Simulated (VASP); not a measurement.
Runs of VASP 6.6.1 on CuAu. The structure is that of space group P4/mmm (No. 123), or close to it. The cells are those of the table. 

```csv
cell,gap on the mesh (eV),pressure (GPa)
"a = 2.827, b = 2.827, c = 3.552 Å, 2 atoms",none,4.5
"a = 2.802, b = 2.802, c = 3.521 Å, 2 atoms",none,(b)
"a = 2.851, b = 2.851, c = 3.582 Å, 2 atoms",none,(a)
"a = 2.897, b = 2.897, c = 3.640 Å, 2 atoms",none,-6.5
"a = 2.874, b = 2.874, c = 3.611 Å, 2 atoms",none,-3.4
```

Alike in all rows: task electric field gradients; level r2SCAN; potentials or basis VASP PAW PBE potentials, release 64 (Cu, Au); no spin polarisation; k mesh 12 × 12 × 9; cutoff (eV) 520; smearing fermi-dirac 0.05 eV.

Question: Fill in the values left out.

Answer: (a) 0.2; (b) 9.5.

Caveats: the PAW data sets were made with another functional, which shifts forces and pressure a little; spin-orbit coupling is left out, which moves the levels of the heavy elements.

A k mesh can miss the band edges, and the runs leave out spin-orbit coupling on Au.

A gap of «none» marks levels without a gap at the run's occupations.
